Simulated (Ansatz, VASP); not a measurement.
One calculation of ZrSi3O8, two programs

```
Si Zr O
1.0
     3.46971    0.00000    0.00000
     0.00000    5.81366    0.00000
     0.00000    0.00000    5.74630
Si Zr O
3 1 8
Direct
  0.00000 0.74743 0.05812
  0.00000 0.25257 0.05812
  0.50000 0.50000 0.42110
  0.50000 0.00000 0.47800
  0.50000 0.70541 0.61618
  0.50000 0.73434 0.15694
  0.00000 0.00000 0.29639
  0.00000 0.00000 0.89065
  0.50000 0.29459 0.61618
  0.50000 0.26566 0.15694
  0.00000 0.50000 0.33702
  0.00000 0.50000 0.91436
```

Alike in both runs: task single point; functional PBE; k mesh 8 × 4 × 4; occupations fermi-dirac, width 0.02 eV; no spin polarisation.

```csv
,VASP,Ansatz
version,VASP 6.6.1,Ansatz 0.2.0
potentials or method,"VASP PAW PBE potentials, release 64 (Si, Zr_sv, O)","plane waves, PAW"
plane-wave cutoff (eV),520,420
valence electrons in the cell,72,72
```

VASP gave:

| Property | Result |
| --- | --- |
| gap on the k mesh at the Fermi level (eV) | 3.70 |
| pressure (GPa) | 7.3 |
| rms of the force components (eV/Å) | 0.163 |

Question: Estimate Ansatz's values.

Answer: gap on the k mesh at the Fermi level (eV): 3.73; pressure (GPa): 6.9; rms of the force components (eV/Å): 0.147.

With one functional, cell and mesh, what is left measures potentials, basis and numerics.
